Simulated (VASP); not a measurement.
# InP (zincblende type) (F-43m) in VASP: notebook, part 2 of 2

VASP 6.6.1. Earlier steps stand in the parts before.

## Step 3: Single point, PBE (16.94 Å³/atom)

This run uses another cell than the first one, of 16.94 Å³/atom.

Contents of INCAR:

```
PREC = Accurate
ENCUT = 520
EDIFF = 1E-6
ISMEAR = -1
SIGMA = 0.1
LREAL = False
LASPH = True
NELM = 80
ALGO = Normal
ISIF = 2
LWAVE = False
LCHARG = False
GGA = PE
NBANDS = 16
```

Contents of KPOINTS:

```
Automatic mesh
0
Gamma
  11 11 11
```

Contents of POSCAR:

```
InP
1.0
    0.0000000000      2.5680285530      2.5680285530
    2.5680285530      0.0000000000      2.5680285530
    2.5680285530      2.5680285530      0.0000000000
In P
1 1
Direct
    0.0000000000      0.0000000000      0.0000000000
    0.2500000000      0.2500000000      0.2500000000
```

Potentials or basis: VASP PAW PBE potentials, release 64 (In_d, P).

Started as:

```bash
$ cat potpaw_PBE.64/In_d/POTCAR potpaw_PBE.64/P/POTCAR > POTCAR
$ mpirun -np 1 vasp_std > vasp.out
```

OUTCAR:

```text
PREC = Accurate
   ENCUT = 520
   EDIFF = 1E-6
   ISMEAR = -1
   LREAL = False
   LASPH = True
   NELM = 80
   ISIF = 2
   GGA = PE

 ion  position               nearest neighbor table
   1  0.000  0.000  0.000-   2 2.22   2 2.22   2 2.22   2 2.22
   2  0.250  0.250  0.250-   1 2.22   1 2.22   1 2.22   1 2.22

  LATTYP: Found a face centered cubic cell.
 ALAT       =     5.1360571060

  Lattice vectors:

 A1 = (   0.0000000000,   2.5680285530,   2.5680285530)
 A2 = (   2.5680285530,   0.0000000000,   2.5680285530)
 A3 = (   2.5680285530,   2.5680285530,   0.0000000000)

Analysis of symmetry for initial positions (statically):
=====================================================================
 Subroutine PRICEL returns:
 Original cell was already a primitive cell.

 Routine SETGRP: Setting up the symmetry group for a
 face centered cubic supercell.

 Subroutine GETGRP returns: Found 24 space group operations
 (whereof 24 operations were pure point group operations)
 out of a pool of 48 trial point group operations.

The static configuration has the point symmetry T_d .
[... 153 lines left out ...]
  ---------------------------------------------------
  ext. energy  EPLUGINS =         0.00000000
  ---------------------------------------------------
  free energy    TOTEN  =        -5.54736557 eV

  energy without entropy =       -5.54715230  energy(sigma->0) =       -5.54725894

 E-fermi :  11.1453     XC(G=0): -11.1676

 val. band max:       10.7453023402   @ k =   0.0000   0.0000   0.0000
 cond. band min:      11.5745512828   @ k =   0.4545   0.4545   0.0000
 fundamental gap:      0.8292489426
 Fermi energy:        11.1453257919

 k-point     1 :       0.0000    0.0000    0.0000
  band No.  band energies     occupation
      1      -5.1487      2.00000
      2      -5.1487      2.00000
      3      -5.1487      2.00000
      4      -4.6702      2.00000
      5      -4.6702      2.00000
      6      -4.3802      2.00000
[... 433 lines left out ...]
      3      -5.0376      2.00000
      4      -4.6963      2.00000
      5      -4.6519      2.00000
      6      -2.6617      2.00000
[... 8 lines left out ...]
     15      21.7298      0.00000
     16      23.2368      0.00000

 [... further k-points ...]
[... 5 lines left out ...]
  --------------------------------------------------------------------------------------
  -------------------------------------------------------------------------------------
  Total       15.1669425     15.1669425     15.1669425      0.0000000      0.0000000     -0.0000000
  in kB      717.4292573    717.4292573    717.4292573      0.0000000      0.0000000     -0.0000000
  external PRESSURE =     717.4292573 kB  Pullay stress =       0.0000000 kB

 VOLUME and BASIS-vectors are now :
 -----------------------------------------------------------------------------
  energy-cutoff  :      520.00
  volume of cell :       33.87
      direct lattice vectors                 reciprocal lattice vectors
     0.000000000  2.568028553  2.568028553    -0.194701885  0.194701885  0.194701885
     2.568028553  0.000000000  2.568028553     0.194701885 -0.194701885  0.194701885
     2.568028553  2.568028553  0.000000000     0.194701885  0.194701885 -0.194701885

 POSITION                                       TOTAL-FORCE (eV/Angst)
 -----------------------------------------------------------------------------------
      0.00000      0.00000      0.00000         0.000000      0.000000      0.000000
      1.28401      1.28401      1.28401        -0.000000     -0.000000     -0.000000
 -----------------------------------------------------------------------------------
    total drift:                               -0.000000     -0.000000     -0.000000

  FREE ENERGIE OF THE ION-ELECTRON SYSTEM (eV)
  ---------------------------------------------------
  free  energy   TOTEN  =        -5.5473655723 eV

  energy  without entropy=       -5.5471523003  energy(sigma->0) =       -5.54725894
```

OSZICAR:

```text
N       E                     dE             d eps       ncg     rms          rms(c)
DAV:   1     0.117677445421E+03    0.11768E+03   -0.86575E+03  1816   0.145E+03
DAV:   2     0.796589853306E+00   -0.11688E+03   -0.11164E+03  2040   0.326E+02
DAV:   3    -0.613599088619E+01   -0.69326E+01   -0.69026E+01  2256   0.758E+01
DAV:   4    -0.629453223055E+01   -0.15854E+00   -0.15850E+00  2312   0.113E+01
DAV:   5    -0.630092254423E+01   -0.63903E-02   -0.63902E-02  2552   0.209E+00    0.111E+01
DAV:   6    -0.565878494513E+01    0.64214E+00   -0.71156E-01  2776   0.202E+01    0.626E+00
DAV:   7    -0.555040815855E+01    0.10838E+00   -0.36724E-01  2568   0.742E+00    0.178E+00
DAV:   8    -0.554715841991E+01    0.32497E-02   -0.41296E-02  2256   0.277E+00    0.121E+00
DAV:   9    -0.554732001370E+01   -0.16159E-03   -0.26319E-03  2440   0.369E-01    0.514E-01
DAV:  10    -0.554733588627E+01   -0.15873E-04   -0.67216E-04  2368   0.699E-01    0.266E-01
DAV:  11    -0.554737364828E+01   -0.37762E-04   -0.24204E-04  2224   0.261E-01    0.149E-01
DAV:  12    -0.554736540274E+01    0.82455E-05   -0.30829E-05  1984   0.424E-02    0.233E-02
DAV:  13    -0.554736557229E+01   -0.16954E-06   -0.40224E-06  2288   0.121E-02
   1 F= -.55473656E+01 E0= -.55472589E+01  d E =-.213272E-03
```

stdout:

```text
POSCAR found type information on POSCAR InP
 POSCAR found :  2 types and       2 ions
 scaLAPACK will be used
 LDA part: xc-table for (Slater+PW92), standard interpolation
 POSCAR, INCAR and KPOINTS ok, starting setup
 FFT: planning ... GRIDC
 FFT: planning ... GRID_SOFT
 FFT: planning ... GRID
 WAVECAR not read
 entering main loop
```

Run time: 16 s. Hardware: 1 thread of Intel Xeon 6975P-C (Granite Rapids), shared host; peak memory 0.17 GiB.

Results:

| Property | Result |
| --- | --- |
| Free energy | -5.5474 eV |
| Pressure | 71.7 GPa |
| Band gap on the k mesh | 0.83 eV (least direct gap 2.55 eV) |

Caveat: the cell stands under pressure; spin-orbit coupling is left out, which moves the levels of the heavy elements; an odd mesh through Γ misses points on the zone boundary, where band edges can lie.

## Step 4: Single point, PBE (19.05 Å³/atom)

This run uses another cell than the first one, of 19.05 Å³/atom.

Contents of INCAR:

```
SYSTEM = InP
PREC = Accurate ; ENCUT = 520
EDIFF = 1E-6 ; ISMEAR = -1
SIGMA = 0.1 ; LREAL = .FALSE.
LASPH = .TRUE. ; NELM = 80
ALGO = Normal ; ISIF = 2
LWAVE = .FALSE. ; LCHARG = .FALSE.
GGA = PE ; NBANDS = 16
```

Contents of KPOINTS:

```
Automatic mesh
0
G
  11 11 11
  0 0 0
```

Contents of POSCAR:

```
InP
1.0
    0.0000000000      2.6708573252      2.6708573252
    2.6708573252      0.0000000000      2.6708573252
    2.6708573252      2.6708573252      0.0000000000
In P
1 1
Direct
    0.0000000000      0.0000000000      0.0000000000
    0.2500000000      0.2500000000      0.2500000000
```

Started as:

```bash
$ cat potpaw_PBE.64/In_d/POTCAR potpaw_PBE.64/P/POTCAR > POTCAR
$ mpirun -np 1 vasp_std > vasp.out
```

Run time: 16 s. Hardware: 1 thread of Intel Xeon 6975P-C (Granite Rapids), shared host; peak memory 0.18 GiB.

Results (log left out):

| Property | Result |
| --- | --- |
| Free energy | -7.0034 eV |
| Pressure | 40.9 GPa |
| Band gap on the k mesh | 1.17 eV (least direct gap 2.11 eV) |

Levels at points of the mesh, in eV from the valence-band top:
| k point | band 5 | band 6 | band 7 | band 8 | band 9 | band 10 | band 11 | band 12 | band 13 | band 14 |
| --- | --- | --- | --- | --- | --- | --- | --- | --- | --- | --- |
| (0.00, 0.00, 0.00) | -14.81 | -13.85 | 0.00 | 0.00 | 0.00 | 2.11 | 3.89 | 3.89 | 3.89 | 9.81 |

Caveat: the cell stands under pressure; spin-orbit coupling is left out, which moves the levels of the heavy elements; an odd mesh through Γ misses points on the zone boundary, where band edges can lie.

## Step 5: Summary

| cell | gap on the mesh (eV) | pressure (GPa) |
| --- | --- | --- |
| a = 3.453 Å, angles 60.0°, 2 atoms | 0.33 | 132.9 |
| a = 3.632 Å, angles 60.0°, 2 atoms | 0.83 | 71.7 |
| a = 3.777 Å, angles 60.0°, 2 atoms | 1.17 | 40.9 |

Alike in all rows: task single point; level PBE; potentials or basis VASP PAW PBE potentials, release 64 (In_d, P); no spin polarisation; k mesh 11 × 11 × 11; cutoff (eV) 520; smearing fermi-dirac 0.1 eV.

Caveats: the cell stands under pressure; spin-orbit coupling is left out, which moves the levels of the heavy elements; an odd mesh through Γ misses points on the zone boundary, where band edges can lie.

Total energies depend on the potentials used, so only differences within one code and one set of settings carry meaning.
